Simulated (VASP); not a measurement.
# V (Im-3m) in VASP: notebook

V is run at these levels: r2SCAN; tasks: single point.

Program: VASP 6.6.1. These are calculated values, not measurements. Logs are shortened: lines on timing, memory, paths and dates and some standing lists are left out, and cuts for length are marked.

## (1) The cell of the first run

Symmetry: Im-3m, No. 229, cubic system. The conventional cell has a = 2.977 Å, b = 2.977 Å, c = 2.977 Å, α = 90.00°, β = 90.00°, γ = 90.00°. Within 3.4 Å of V (site symmetry m-3m) lie 14 V at 2.58 to 2.98 Å.

## (2) Single point, r2SCAN, collinear spin, ferromagnetic start

File POSCAR:

```
V
1.0
   -1.4883045182      1.4883045182      1.4883045182
    1.4883045182     -1.4883045182      1.4883045182
    1.4883045182      1.4883045182     -1.4883045182
V
1
Direct
    0.0000000000      0.0000000000      0.0000000000
```

File INCAR.step1:

```
PREC = Accurate ; ENCUT = 520
ISMEAR = 0 ; SIGMA = 0.05
LREAL = False ; LASPH = True
NELM = 150 ; ISPIN = 2
MAGMOM = 0.05 ; LMAXMIX = 4
NBANDS = 16 ; GGA = PE
ALGO = Normal ; EDIFF = 1E-4
LWAVE = True ; LCHARG = False
```

File INCAR.step2:

```
PREC = Accurate ; ENCUT = 520
EDIFF = 1E-6 ; ISMEAR = 0
SIGMA = 0.05 ; LREAL = False
LASPH = True ; NELM = 150
ALGO = Normal ; ISIF = 2
LWAVE = False ; LCHARG = True
ISPIN = 2 ; MAGMOM = 0.05
LORBIT = 11 ; LMAXMIX = 4
METAGGA = R2SCAN ; LMIXTAU = True
LELF = True ; LVHAR = True
NBANDS = 16 ; ISTART = 1
```

File KPOINTS:

```
regular mesh
0
Gamma
  20 20 20
```

Potentials or basis: VASP PAW PBE potentials, release 64 (V_sv).

Started as:

```
cat potpaw_PBE.64/V_sv/POTCAR > POTCAR
cp INCAR.step1 INCAR
mpirun -np 1 vasp_std > vasp.out
cp INCAR.step2 INCAR
mpirun -np 1 vasp_std > vasp.out
```

OUTCAR:

```text
PREC = Accurate
   ENCUT = 520
   EDIFF = 1E-6
   ISMEAR = 0
   LREAL = False
   LASPH = True
   NELM = 150
   ISIF = 2
   ISPIN = 2
   LORBIT = 11
   METAGGA = R2SCAN
   ISTART = 1

 ion  position               nearest neighbor table
   1  0.000  0.000  0.000-

  LATTYP: Found a body centered cubic cell.
 ALAT       =     2.9766090364

  Lattice vectors:

 A1 = (  -1.4883045182,   1.4883045182,   1.4883045182)
 A2 = (   1.4883045182,  -1.4883045182,   1.4883045182)
 A3 = (   1.4883045182,   1.4883045182,  -1.4883045182)

Analysis of symmetry for initial positions (statically):
=====================================================================
 Subroutine PRICEL returns:
 Original cell was already a primitive cell.

 Routine SETGRP: Setting up the symmetry group for a
 body centered cubic supercell.

 Subroutine GETGRP returns: Found 48 space group operations
 (whereof 48 operations were pure point group operations)
 out of a pool of 48 trial point group operations.

The static configuration has the point symmetry O_h .

Analysis of symmetry for dynamics (positions and initial velocities):
=====================================================================
 Subroutine PRICEL returns:
 Original cell was already a primitive cell.

 Routine SETGRP: Setting up the symmetry group for a
 body centered cubic supercell.

 Subroutine GETGRP returns: Found 48 space group operations
 (whereof 48 operations were pure point group operations)
 out of a pool of 48 trial point group operations.

The dynamic configuration has the point symmetry O_h .

Analysis of structural, dynamic, and magnetic symmetry:
=====================================================================
 Subroutine PRICEL returns:
 Original cell was already a primitive cell.

 Routine SETGRP: Setting up the symmetry group for a
 body centered cubic supercell.

 Subroutine GETGRP returns: Found 48 space group operations
 (whereof 48 operations were pure point group operations)
 out of a pool of 48 trial point group operations.

The overall configuration has the point symmetry O_h .

 Subroutine INISYM returns: Found 48 space group operations
 (whereof 48 operations are pure point group operations),
 and found     1 'primitive' translations

----------------------------------------------------------------------------------------

                                     Primitive cell

  volume of cell :      13.1867

  direct lattice vectors                    reciprocal lattice vectors
    -1.488304518  1.488304518  1.488304518     0.000000000  0.335952753  0.335952753
     1.488304518 -1.488304518  1.488304518     0.335952753  0.000000000  0.335952753
     1.488304518  1.488304518 -1.488304518     0.335952753  0.335952753  0.000000000

  length of vectors
     2.577819043  2.577819043  2.577819043     0.475108939  0.475108939  0.475108939

  position of ions in fractional coordinates (direct lattice)
     0.000000000  0.000000000  0.000000000

  ion indices of the primitive-cell ions
   primitive index   ion index
                 1           1

----------------------------------------------------------------------------------------

 KPOINTS: regular mesh

Automatic generation of k-mesh.
 Grid dimensions read from file:
 generate k-points for:   20   20   20

 Generating k-lattice:

  Cartesian coordinates                     Fractional coordinates (reciprocal lattice)
     0.000000000  0.016797638  0.016797638     0.050000000  0.000000000  0.000000000
     0.016797638  0.000000000  0.016797638     0.000000000  0.050000000  0.000000000
     0.016797638  0.016797638  0.000000000     0.000000000  0.000000000  0.050000000

  Length of vectors
     0.023755447  0.023755447  0.023755447

  Shift w.r.t. Gamma in fractional coordinates (k-lattice)
     0.000000000  0.000000000  0.000000000

 Subroutine IBZKPT returns following result:
 ===========================================

 Found    256 irreducible k-points:

 Following reciprocal coordinates:
            Coordinates               Weight
  0.000000  0.000000  0.000000      1.000000
  0.050000  0.000000  0.000000     12.000000
  0.100000  0.000000  0.000000     12.000000
  0.150000  0.000000  0.000000     12.000000
  0.200000  0.000000  0.000000     12.000000
  0.250000  0.000000  0.000000     12.000000
[... 16 lines left out ...]
  0.200000  0.100000 -0.000000     48.000000
  0.250000  0.100000 -0.000000     48.000000
 [... further k-points ...]
   k-points           NKPTS =    256   k-points in BZ     NKDIM =    256   number of bands    NBANDS=     16
   number of dos      NEDOS =    301   number of ions     NIONS =      1
   total plane-waves  NPLWV =   8000
   dimension x,y,z NGX =    20 NGY =   20 NGZ =   20
   dimension x,y,z NGXF=    40 NGYF=   40 NGZF=   40
   ions per type =               1
   NGX,Y,Z   is equivalent  to a cutoff of  12.90, 12.90, 12.90 a.u.
   NGXF,Y,Z  is equivalent  to a cutoff of  25.80, 25.80, 25.80 a.u.
 SYSTEM =  unknown system
   PREC   = accura    normal or accurate (medium, high low for compatibility)
   ISTART =      1    job   : 0-new  1-cont  2-samecut
   ICHARG =      0    charge: 1-file 2-atom 10-const
   ISPIN  =      2    spin polarized calculation?
   LNONCOLLINEAR =      F non collinear calculations
   LSORBIT =      F    spin-orbit coupling
   LASPH  =      T    aspherical Exc in radial PAW
   ENCUT  =  520.0 eV  38.22 Ry    6.18 a.u.   4.79  4.79  4.79*2*pi/ulx,y,z
   NELM   =    150;   NELMIN=  2; NELMDL=  0     # of ELM steps
   EDIFF  = 0.1E-05   stopping-criterion for ELM
   LREAL  =      F    real-space projection
   EDIFFG = 0.1E-04   stopping-criterion for IOM
   NSW    =      0    number of steps for IOM
   IBRION =     -1    ionic relax: 0-MD 1-quasi-New 2-CG
   NFREE  =      0    steps in history (QN), initial steepest desc. (CG)
   ISIF   =      2    stress and relaxation
   ISYM   =      2    0-nonsym 1-usesym 2-fastsym
   POTIM  = 0.5000    time-step for ionic-motion
   TEBEG  =    0.0;   TEEND  =   0.0 temperature during run
   PSTRESS=    0.0 pullay stress
   NELECT =      13.0000    total number of electrons
   NUPDOWN=      -1.0000    fix difference up-down
   EMIN   =  10.00;   EMAX   =-10.00  energy-range for DOS
   EFERMI =   0.00;   METHOD = LEGACY
   ISMEAR =     0;   SIGMA  =   0.05  broadening in eV -4-tet -1-fermi 0-gaus
   EFERMI_NEDOS =   21; number of points for ismear=-14 and -15
   IALGO  =     38    algorithm
   IMIX   =      4    mixing-type and parameters
     AMIX     =   0.40;   BMIX     =  1.00
     AMIX_MAG =   1.60;   BMIX_MAG =  1.00
  volume/ion in A,a.u.               =      13.19        88.99
  Fermi-wavevector in a.u.,A,eV,Ry     =   1.629337  3.079000 36.119901  2.654738
  Thomas-Fermi vector in A             =   2.721819
   LORBIT       =     11    0 simple, 1 ext, 2 COOP (PROOUT), +10 PAW based schemes
   METAGGA = R2SCAN    functional components
   LHFCALC =     F    Hartree Fock is set to
   AEXX    =    0.0000 exact exchange contribution
   IVDW    =     0    specifies the selected vdW correction
   LEPSILON=     F    determine dielectric tensor
   LRPA    =     F    only Hartree local field effects (RPA)
 spin polarized calculation
 Gauss-broadening in eV      SIGMA  =   0.05
  energy-cutoff  :      520.00
  volume of cell :       13.19
 maximum number of plane-waves:       370
   NGX =  9   NGY =  9   NGZ =  9

 number of electron      12.9999994 magnetization       0.0009782

 Free energy of the ion-electron system (eV)
  ---------------------------------------------------
  ext. energy  EPLUGINS =         0.00000000
  ---------------------------------------------------
  free energy    TOTEN  =       -14.12977354 eV

  energy without entropy =      -14.12754450  energy(sigma->0) =      -14.12865902

 E-fermi :   9.9245     XC(G=0): -14.1962

 val. band max:        9.9225463847   @ k =  -0.1500   0.2500   0.0500
 cond. band min:       9.9286747224   @ k =  -0.3500   0.4000   0.1500
 fundamental gap:      0.0061283377
 Fermi energy:         9.9245475316

 spin component 1

 k-point     1 :       0.0000    0.0000    0.0000
  band No.  band energies     occupation
      1     -56.3652      1.00000
      2     -28.4795      1.00000
      3     -28.4795      1.00000
      4     -28.4795      1.00000
      5       2.8240      1.00000
      6      10.4173      0.00000
[... 8 lines left out ...]
     15      38.9978      0.00000
     16      43.6027      0.00000

 k-point     2 :       0.0500    0.0000    0.0000
  band No.  band energies     occupation
      1     -56.3598      1.00000
      2     -28.5052      1.00000
      3     -28.4872      1.00000
      4     -28.4797      1.00000
      5       2.9323      1.00000
      6      10.3698      0.00000
[... 8 lines left out ...]
     15      39.2226      0.00000
     16      42.4237      0.00000
[... 387 lines left out ...]
      5       5.3838      1.00000
      6       9.5016      1.00000
[... 8 lines left out ...]
     15      38.3388      0.00000
     16      40.2848      0.00000

 k-point    24 :       0.2500    0.1000   -0.0000
  band No.  band energies     occupation
      1     -56.2097      1.00000
      2     -29.1556      1.00000
      3     -28.6939      1.00000
      4     -28.5183      1.00000
      5       6.0455      1.00000
      6       9.2533      1.00000
[... 8 lines left out ...]
     15      38.9265      0.00000
     16      40.1054      0.00000

 [... further k-points ...]

 spin component 2

 k-point     1 :       0.0000    0.0000    0.0000
  band No.  band energies     occupation
      1     -56.3642      1.00000
      2     -28.4785      1.00000
      3     -28.4785      1.00000
      4     -28.4785      1.00000
      5       2.8245      1.00000
      6      10.4188      0.00000
[... 8 lines left out ...]
     15      38.9980      0.00000
     16      43.6041      0.00000

 k-point     2 :       0.0500    0.0000    0.0000
  band No.  band energies     occupation
      1     -56.3588      1.00000
      2     -28.5042      1.00000
      3     -28.4862      1.00000
      4     -28.4787      1.00000
      5       2.9329      1.00000
      6      10.3713      0.00000
[... 8 lines left out ...]
     15      39.2228      0.00000
     16      42.4249      0.00000
[... 387 lines left out ...]
      5       5.3844      1.00000
      6       9.5030      1.00000
[... 8 lines left out ...]
     15      38.3394      0.00000
     16      40.2858      0.00000

 k-point    24 :       0.2500    0.1000   -0.0000
  band No.  band energies     occupation
      1     -56.2087      1.00000
      2     -29.1546      1.00000
      3     -28.6929      1.00000
      4     -28.5173      1.00000
      5       6.0461      1.00000
      6       9.2546      1.00000
[... 8 lines left out ...]
     15      38.9272      0.00000
     16      40.1063      0.00000

 [... further k-points ...]

------------------------ aborting loop because EDIFF is reached ----------------------------------------

  FORCE on cell =-STRESS in cart. coord.  units (eV):
  Direction    XX          YY          ZZ          XY          YZ          ZX
  --------------------------------------------------------------------------------------
  -------------------------------------------------------------------------------------
  Total        0.1509036      0.1509036      0.1509036      0.0000000      0.0000000      0.0000000
  in kB       18.3347442     18.3347442     18.3347442      0.0000000      0.0000000      0.0000000
  external PRESSURE =      18.3347442 kB  Pullay stress =       0.0000000 kB

 VOLUME and BASIS-vectors are now :
 -----------------------------------------------------------------------------
  energy-cutoff  :      520.00
  volume of cell :       13.19
      direct lattice vectors                 reciprocal lattice vectors
    -1.488304518  1.488304518  1.488304518     0.000000000  0.335952753  0.335952753
     1.488304518 -1.488304518  1.488304518     0.335952753  0.000000000  0.335952753
     1.488304518  1.488304518 -1.488304518     0.335952753  0.335952753  0.000000000

 POSITION                                       TOTAL-FORCE (eV/Angst)
 -----------------------------------------------------------------------------------
      0.00000      0.00000      0.00000         0.000000     -0.000000      0.000000
 -----------------------------------------------------------------------------------
    total drift:                                0.000000     -0.000000      0.000000

  FREE ENERGIE OF THE ION-ELECTRON SYSTEM (eV)
  ---------------------------------------------------
  free  energy   TOTEN  =       -14.1297735428 eV

  energy  without entropy=      -14.1275444962  energy(sigma->0) =      -14.12865902

 total charge

# of ion       s       p       d       tot
------------------------------------------
    1        2.345   6.243   3.070  11.658

 magnetization (x)

# of ion       s       p       d       tot
------------------------------------------
    1        0.000   0.000   0.001   0.001
```

It took 4.9 min on 1 thread of AMD EPYC 7R13 (Zen 3), shared host; peak memory 0.16 GiB.

What came out:

```yaml
Free_energy: -14.1298 eV
Pressure: 1.8 GPa
Net_moment: 0.00 μB per cell
Valence_electrons_inside_the_program's_atomic_spheres: V 11.66
```

Caveat: the PAW data sets were made with another functional, which shifts forces and pressure a little.

## (3) Single point, r2SCAN, collinear spin, ferromagnetic start

This run uses another cell than the first one, of 13.26 Å³/atom, 1.006 times its volume.

File POSCAR:

```
V
1.0
   -1.4910375985      1.4910375985      1.4910375985
    1.4910375985     -1.4910375985      1.4910375985
    1.4910375985      1.4910375985     -1.4910375985
V
1
Direct
    0.0000000000      0.0000000000      0.0000000000
```

File INCAR.step1:

```
SYSTEM = V
ALGO = Normal
EDIFF = 1E-4
ENCUT = 520
GGA = PE
ISMEAR = 0
ISPIN = 2
LASPH = .True.
LCHARG = .False.
LMAXMIX = 4
LREAL = .False.
LWAVE = .True.
MAGMOM = 0.05
NBANDS = 16
NELM = 150
PREC = Accurate
SIGMA = 0.05
```

File INCAR.step2:

```
SYSTEM = V
ALGO = Normal
EDIFF = 1E-6
ENCUT = 520
ISIF = 2
ISMEAR = 0
ISPIN = 2
ISTART = 1
LASPH = .True.
LCHARG = .False.
LMAXMIX = 4
LMIXTAU = .True.
LORBIT = 11
LREAL = .False.
LWAVE = .False.
MAGMOM = 0.05
METAGGA = R2SCAN
NBANDS = 16
NELM = 150
PREC = Accurate
SIGMA = 0.05
```

File KPOINTS:

```
k-points
0
Gamma
  20 20 20
  0 0 0
```

Potentials or basis: VASP PAW PBE potentials, release 64 (V_sv).

Started as:

```
cat potpaw_PBE.64/V_sv/POTCAR > POTCAR
cp INCAR.step1 INCAR
mpirun -np 1 vasp_std > vasp.out
cp INCAR.step2 INCAR
mpirun -np 1 vasp_std > vasp.out
```

Wall time 4.7 min (1 thread of AMD EPYC 7R13 (Zen 3), shared host); peak memory 0.16 GiB.

Results (log left out):

- Free energy: -14.1304 eV
- Pressure: 0.7 GPa
- Net moment: 0.00 μB per cell
- Valence electrons inside the program's atomic spheres: V 11.65

Levels at points of the mesh, in eV from the Fermi level:
Spin up:
```tsv
k point	band 3	band 4	band 5	band 6	band 7	band 8	band 9	band 10	band 11	band 12
(0.00, 0.00, 0.00)	-38.42	-38.42	-7.09	0.49	0.49	0.49	2.71	2.71	21.37	21.37
(0.50, 0.00, 0.00)	-38.72	-38.43	-3.39	-1.17	1.57	2.69	3.10	4.38	10.81	16.62
(0.50, 0.50, 0.50)	-39.09	-39.09	-3.18	-3.18	3.96	3.97	3.97	10.80	10.80	10.80
```
Spin down:
```tsv
k point	band 5	band 6	band 7	band 8	band 9	band 10
(0.00, 0.00, 0.00)	-7.09	0.49	0.49	0.49	2.71	2.71
(0.50, 0.00, 0.00)	-3.39	-1.17	1.58	2.69	3.10	4.38
(0.50, 0.50, 0.50)	-3.18	-3.18	3.97	3.97	3.97	10.80
```

Caveat: the PAW data sets were made with another functional, which shifts forces and pressure a little.

(Part 1 of 2 ends here.)
